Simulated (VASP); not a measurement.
A run of VASP 6.6.1 is set up as follows.

The input INCAR:

```
SYSTEM = HCl
PREC = Accurate ; ENCUT = 520
EDIFF = 1E-8 ; ISMEAR = 0
SIGMA = 0.01 ; LREAL = .FALSE.
LASPH = .TRUE. ; NELM = 80
ALGO = Normal ; ISIF = 2
LWAVE = .FALSE. ; LCHARG = .TRUE.
IBRION = 8 ; NSW = 1
LEPSILON = .TRUE.
```

KPOINTS

```
Automatic mesh
0
G
  10 10 10
  0 0 0
```

Contents of POSCAR:

```
HCl
1.0
   -1.4536161319      1.4536165755      2.0822507235
    1.4536161319     -1.4536165755      2.0822507235
    1.4536161319      1.4536165755     -2.0822507235
H Cl
1 1
Direct
    0.6765221156      0.6765221156      0.0000000000
    0.9914778844      0.9914778844      0.0000000000
```

Potentials or basis: VASP PAW LDA potentials, release 64 (H, Cl).

Command:

```bash
$ cat potpaw_LDA.64/H/POTCAR potpaw_LDA.64/Cl/POTCAR > POTCAR
$ mpirun -np 1 vasp_std > vasp.out
```

Estimate the electronic dielectric tensor (diagonal).

5.24, 5.24, 5.26.

Estimate the Born charges (mean of the diagonal).

H +0.88; Cl -0.88 e.

What does it give for the highest phonon frequency at Γ, LO-TO splitting left out?

2492 cm⁻¹.

What does it give for the most unstable mode?

295i cm⁻¹.

Born effective charge tensors (e):
atom 1, H
```
0.79 0.00 0.00
0.00 0.79 0.00
0.00 0.00 1.06
```
atom 2, Cl
```
-0.79  0.00  0.00
 0.00 -0.79  0.00
 0.00  0.00 -1.06
```

Caveat: the cell stands under pressure or tension, which shifts response properties; some modes are imaginary.
